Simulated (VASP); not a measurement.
Input of a VASP 6.6.1 run:

Contents of INCAR:

```
ALGO = Normal ; EDIFF = 1E-7
ENCUT = 520 ; GGA = PS
ISIF = 2 ; ISMEAR = 0
ISPIN = 2 ; LASPH = T
LCHARG = F ; LMAXMIX = 4
LORBIT = 11 ; LREAL = F
LWAVE = F ; MAGMOM = 2.69 2.69 0.35 0.35
NBANDS = 27 ; NELM = 150
PREC = Accurate ; SIGMA = 0.1
```

KPOINTS

```
k-points
0
Gamma
  15 15 8
```

The input POSCAR:

```
CoO
1.0
    3.4161313181      0.0000000000      0.0000000000
   -1.7080656590      2.9584565041      0.0000000000
    0.0000000000      0.0000000000      5.4708164998
Co O
2 2
Direct
    0.3333333333      0.6666666667      0.0000000000
    0.6666666667      0.3333333333      0.5000000000
    0.3333333333      0.6666666667      0.3821000000
    0.6666666667      0.3333333333      0.8821000000
```

Potentials or basis: VASP PAW PBE potentials, release 64 (Co, O).

The run is started by

```sh
$ cat potpaw_PBE.64/Co/POTCAR potpaw_PBE.64/O/POTCAR > POTCAR
$ mpirun -np 1 vasp_std > vasp.out
```

Q: Estimate the net moment.

A: 6.00 μB per cell.

Q: What does it give for the pressure?

A: -21.6 GPa.

Q: Estimate the band gap on the k mesh.

A: Zero (filled and empty bands overlap).

Q: Predict the site moments.

A: Co +2.57; O +0.31 μB.

Forces on the atoms (eV/Å):
```
Co   0.000  0.000  0.111
Co   0.000  0.000  0.111
O    0.000  0.000 -0.111
O    0.000  0.000 -0.111
```

Caveat: the cell differs from its parent crystal (Zn replaced by Co, lengths x 1.013, strained); the PAW data sets were made with another functional, which shifts forces and pressure a little; semilocal functionals often make such compounds metallic where correlation or magnetic order opens a gap, which also shifts bond lengths.
